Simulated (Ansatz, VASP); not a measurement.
# One calculation of Rh, two programs

```
Rh
1.0
     3.79994    0.00000    0.00000
     0.00000   -3.79994    0.00000
     0.00000    0.00000   -3.79994
Rh
4
Cartesian
  0.0000 -1.9000 -1.9000
  1.9000 0.0000 -1.9000
  1.9000 -1.9000 0.0000
  0.0000 0.0000 0.0000
```

Alike in both runs: functional r2SCAN; k mesh 12 × 12 × 12; occupations gaussian, width 0.1 eV; no spin polarisation.

Ansatz relaxed the structure, and its values are those at the end. VASP's run is a single point on that final structure, the one shown.

|  | VASP | Ansatz |
| --- | --- | --- |
| version | VASP 6.6.1 | Ansatz 0.2.0 |
| potentials or method | VASP PAW PBE potentials, release 64 (Rh_pv), cutoff 520 eV | scalar-relativistic, plane waves, PAW |
| valence electrons in the cell | 60 | 68 |

VASP gave:

* gap on the k mesh at the Fermi level (eV): none
* pressure (GPa): 1.1

Question: What did Ansatz give for the same quantities?

Answer: gap on the k mesh at the Fermi level (eV): none; pressure (GPa): -0.1.

VASP's potentials were made for PBE, not for r2SCAN. A gap of «none» marks a metal or a gap that the smearing closes. The functional is the same, so the differences come from potentials, cutoffs and numerics. VASP's potentials hold 60 valence electrons a cell and Ansatz's 68, so a difference there can come from the potentials and not from the codes.
